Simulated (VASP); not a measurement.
## BP (zincblende type): density of states with LDA

The system is BP (zincblende type).

```
CELL_PARAMETERS angstrom
0.00000 1.83941 1.83941
1.83941 0.00000 1.83941
1.83941 1.83941 0.00000
ATOMIC_POSITIONS crystal
B 0.00000 0.00000 0.00000
P 0.25000 0.25000 0.25000
```

This cell differs from its parent crystal: volume scaled by 0.55.

* Program: VASP 6.6.1
* Task: density of states
* Functional: LDA
* Potentials or basis: VASP PAW LDA potentials, release 64 (B, P)
* Cutoff: 520 eV
* k mesh: 15 × 15 × 15
* Occupations: fermi-dirac, width 0.08 eV
* Spin: no spin polarisation
* Dipole correction: no
* k mesh for the DOS: 23 × 23 × 23
* Occupations for the DOS: tetrahedron
* Further INCAR settings: ALGO = Normal; EDIFF = 1e-06

The valence electrons inside the program's atomic spheres are B 3.28; P 3.14.

Levels at points of the mesh, in eV from the valence-band top:
| k point | band 1 | band 2 | band 3 | band 4 | band 5 | band 6 | band 7 | band 8 |
| --- | --- | --- | --- | --- | --- | --- | --- | --- |
| (0.00, 0.00, 0.00) | -21.72 | 0.00 | 0.00 | 0.00 | 5.90 | 5.90 | 5.90 | 14.90 |

Run time: 13 s on 1 thread of Intel(R) Xeon(R) 6975P-C (Granite Rapids), on a shared host, peak memory 0.13 GiB.
